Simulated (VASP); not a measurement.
AlAs:

```xyz
2
Lattice="0.0000 2.8389 2.8389 2.8389 0.0000 2.8389 2.8389 2.8389 0.0000" Properties=species:S:1:pos:R:3 pbc="T T T"
Al    0.0000    0.0000    0.0000
As    1.4195    1.4195    1.4195
```

Base run:

| Item | Value |
| --- | --- |
| Program | VASP 6.6.1 |
| Functional | PBE |
| Potentials or basis | VASP PAW PBE potentials, release 64 (Al, As) |
| Cutoff | 500 eV |
| k mesh | 8 × 8 × 8 |
| Occupations | gaussian, width 0.01 eV |
| Spin | no spin polarisation |

Its results: band gap on the k mesh 1.45 eV, indirect (least direct gap 1.99 eV); pressure 2.1 GPa.

Question: The run is repeated on the same cell with these changes: functional from PBE to r2SCAN; cutoff from 500 eV to 550 eV. What comes out?

Answer: Band gap on the k mesh 1.81 eV, indirect (least direct gap 2.63 eV); pressure 0.0 GPa.

r2SCAN gives the wider gap, since meta-GGAs in the generalised Kohn-Sham scheme recover part of the derivative discontinuity.

Caveats: the PAW data sets were made with another functional, which shifts forces and pressure a little (some runs).

A k mesh can miss the band edges.
